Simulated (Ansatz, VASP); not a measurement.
## Ge in VASP and in Ansatz

```
Ge
1.0
     3.96567    0.00000    0.00000
    -1.98284    3.43437    0.00000
     0.00000    0.00000   10.43358
Ge
4
Direct
  0.00000 0.00000 0.97199
  0.00000 0.00000 0.47199
  0.33333 0.66667 0.92031
  0.66667 0.33333 0.42031
```

Alike in both runs: task single point; functional PBE; k mesh 12 × 12 × 4; occupations gaussian, width 0.1 eV; no spin polarisation.

```csv
,VASP,Ansatz
version,VASP 6.6.1,Ansatz 0.2.0
potentials or method,"VASP PAW PBE potentials, release 64 (Ge_d), cutoff 520 eV","scalar-relativistic, plane waves, PAW"
valence electrons in the cell,56,56
```

```tsv
	VASP	Ansatz	Ansatz less VASP
gap on the k mesh at the Fermi level (eV)	none	none	-
pressure (GPa)	2.6	2.7	+0.10
traceless stress, the component that is largest in VASP (GPa)	-2.26	-2.29	-0.035
rms of the force components (eV/Å)	0.315	0.316	+0.0012
```

Atom by atom the forces differ by 0.001 eV/Å (rms over components). A gap of «none» marks a metal or a gap that the smearing closes. The functional is the same, so the differences come from potentials, cutoffs and numerics.
